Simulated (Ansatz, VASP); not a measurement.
NaI: VASP beside Ansatz

```
Na I
1.0
     0.00000    3.22972    3.22972
     3.22972    0.00000    3.22972
     3.22972    3.22972    0.00000
Na I
1 1
Direct
  0.00000 0.00000 0.00000
  0.50000 0.50000 0.50000
```

Alike in both runs: task single point; functional PBE-based screened hybrid; k mesh 4 × 4 × 4; no spin polarisation.

```csv
,VASP,Ansatz
version,VASP 6.6.1,Ansatz 0.2.0
potentials or method,"VASP PAW PBE potentials, release 64 (Na_pv, I)",plane waves
plane-wave cutoff (eV),520,420
occupations,"gaussian, width 0.01 eV",fixed
valence electrons in the cell,14,26
```

|  | VASP | Ansatz | Ansatz less VASP |
| --- | --- | --- | --- |
| gap on the k mesh at the Fermi level (eV) | 4.45 | 4.50 | +0.042 |
| pressure (GPa) | 0.3 | 0.2 | 0.00 |

VASP's potentials were made for PBE, not for PBE-based screened hybrid. VASP's potentials hold 14 valence electrons a cell and Ansatz's 26, so a difference there can come from the potentials and not from the codes. Ansatz's warnings: stress exchange threshold loose, stress scf threshold loose.

The k mesh is coarse, so the values compare programs but aren't converged. Spin-orbit coupling is off throughout.
